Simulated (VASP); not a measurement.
A run of VASP 6.6.1:

The input INCAR:

```
PREC = Accurate ; ENCUT = 520
EDIFF = 1E-8 ; ISMEAR = -1
SIGMA = 0.03 ; LREAL = F
LASPH = T ; NELM = 80
ALGO = Normal ; ISIF = 2
LWAVE = F ; LCHARG = F
LEFG = T ; NBANDS = 13
```

KPOINTS

```
regular mesh
0
Gamma
  12 12 12
```

File POSCAR:

```
HfH2
1.0
   -1.7737800000      1.7737800000      2.1805000000
    1.7737800000     -1.7737800000      2.1805000000
    1.7737800000      1.7737800000     -2.1805000000
Hf H
1 2
Direct
    0.0000000000      0.0000000000      0.0000000000
    0.7500000000      0.2500000000      0.5000000000
    0.2500000000      0.7500000000      0.5000000000
```

Potentials or basis: VASP PAW LDA potentials, release 64 (Hf_pv, H).

Launch:

```bash
$ cat potpaw_LDA.64/Hf_pv/POTCAR potpaw_LDA.64/H/POTCAR > POTCAR
$ mpirun -np 1 vasp_std > vasp.out
```

Hardware: 1 thread of Intel(R) Xeon(R) Platinum 8559C (Emerald Rapids) (shared host).

Task: How long does it take, and how much memory?

Result: Run time: 38 s on 1 thread of Intel(R) Xeon(R) Platinum 8559C (Emerald Rapids), on a shared host, peak memory 0.19 GiB. Counts: scf iterations 14, k points 163.
